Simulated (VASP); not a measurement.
Set up this calculation in VASP 6.6.1, as the native input.

```
Task                   : single point
Functional             : RPBE
Potentials or basis    : VASP PAW PBE potentials, release 64 (C)
Cutoff                 : 520 eV
k mesh                 : 14 × 14 × 3
Occupations            : fermi-dirac, width 0.05 eV
Spin                   : no spin polarisation
Dipole correction      : no
Further INCAR settings : ALGO = Normal; EDIFF = 1e-06; NBANDS = 16
```

The structure of C lies in POSCAR:

```
C
1.0
    2.4436496847      0.0000000000      0.0000000000
   -1.2218248423      2.1162627049      0.0000000000
    0.0000000000      0.0000000000      9.5240257455
C
4
Direct
    1.0000000000      1.0000000000      0.2500000000
    0.0000000000      0.0000000000      0.7500000000
    0.3333333333      0.6666666667      0.2500000000
    0.6666666667      0.3333333333      0.7500000000
```

This cell differs from its parent crystal: volume scaled by 0.96.

One way to write it, as run:

INCAR

```
ALGO = Normal ; EDIFF = 1E-6
ENCUT = 520 ; GGA = RP
ISIF = 2 ; ISMEAR = -1
LASPH = True ; LCHARG = False
LREAL = False ; LWAVE = False
NBANDS = 16 ; NELM = 80
PREC = Accurate ; SIGMA = 0.05
```

KPOINTS

```
k-points
0
Gamma
  14 14 3
```

Potentials or basis: VASP PAW PBE potentials, release 64 (C).

The run is started by

```console
$ cat potpaw_PBE.64/C/POTCAR > POTCAR
$ mpirun -np 1 vasp_std > vasp.out
```

Results of the run:

The pressure is 8.5 GPa. The band gap on the k mesh is 1.21 eV, direct.

Caveat: the PAW data sets were made with another functional, which shifts forces and pressure a little; this functional lacks dispersion, which binds the layers, so the pressure and a relaxed spacing across them are unreliable.

Run time: 20 s on 1 thread of Intel(R) Xeon(R) 6975P-C (Granite Rapids) (shared host), peak memory 0.16 GiB.
